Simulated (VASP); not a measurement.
A run of VASP 6.6.1 is set up as follows.

The input INCAR:

```
ALGO     = Fast           # electronic algorithm
EDIFF    = 1E-6           # SCF threshold, eV
ENCUT    = 520            # plane-wave cutoff, eV
GGA      = PE             # functional
ISIF     = 2              # what is computed and relaxed
ISMEAR   = 0              # smearing method
ISPIN    = 2              # spin polarisation
LASPH    = T              # aspherical terms in the spheres
LCHARG   = F              # write CHGCAR
LMAXMIX  = 4              # l up to which the mixer works
LORBIT   = 11             # projections on sites
LREAL    = F              # projectors in reciprocal space
LWAVE    = F              # write WAVECAR
MAGMOM   = 0 4.36         # initial moments
NBANDS   = 22             # bands
NELM     = 150            # most SCF steps
PREC     = Accurate       # precision mode
SIGMA    = 0.1            # smearing width, eV
```

Contents of KPOINTS:

```
k-points
0
Gamma
  6 6 6
```

File POSCAR:

```
BaCr
1.0
    4.1234113390      0.0000000000      0.0000000000
    0.0000000000      4.1234113390      0.0000000000
    0.0000000000      0.0000000000      4.1234113390
Ba Cr
1 1
Direct
    0.0000000000      0.0000000000      0.0000000000
    0.5000000000      0.5000000000      0.5000000000
```

Potentials or basis: VASP PAW PBE potentials, release 64 (Ba_sv, Cr_pv).

Run with:

```sh
$ cat potpaw_PBE.64/Ba_sv/POTCAR potpaw_PBE.64/Cr_pv/POTCAR > POTCAR
$ mpirun -np 1 vasp_std > vasp.out
```

Problem. What does it give for the site moments?

Solution. Ba -0.01; Cr +3.98 μB.

Problem. What does it give for the net moment?

Solution. 4.52 μB per cell.

Problem. Estimate the pressure.

Solution. 0.6 GPa.
